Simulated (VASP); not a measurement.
A run of VASP 6.6.1:

INCAR

```
SYSTEM = Au
  PREC = Accurate
  ENCUT = 520
  EDIFF = 1E-7
  ISMEAR = 0
  SIGMA = 0.1
  LREAL = .FALSE.
  LASPH = .TRUE.
  NELM = 60
  ALGO = Fast
  ISIF = 2
  LWAVE = .FALSE.
  LCHARG = .TRUE.
  GGA = PE
  IVDW = 12
  LELF = .TRUE.
  LVHAR = .TRUE.
  NBANDS = 18
```

KPOINTS

```
Automatic mesh
0
G
  18 18 10
  0 0 0
```

POSCAR

```
Au
1.0
    2.8821710693      0.0000000000      0.0000000000
   -1.4410855347      2.4960333641      0.0000000000
    0.0000000000      0.0000000000      4.8057048046
Au
2
Direct
    0.3333333333      0.6666666667      0.7500000000
    0.6666666667      0.3333333333      0.2500000000
```

Potentials or basis: VASP PAW PBE potentials, release 64 (Au).

The run is started by

```sh
$ cat potpaw_PBE.64/Au/POTCAR > POTCAR
$ mpirun -np 1 vasp_std > vasp.out
```

Hardware: 1 thread of Intel Xeon 8259CL (shared host).

Estimate the wall time of this run.

It took 2.3 min on 1 thread of Intel Xeon 8259CL (shared host), peak memory 0.25 GiB. Counts: scf iterations 13, k points 222.
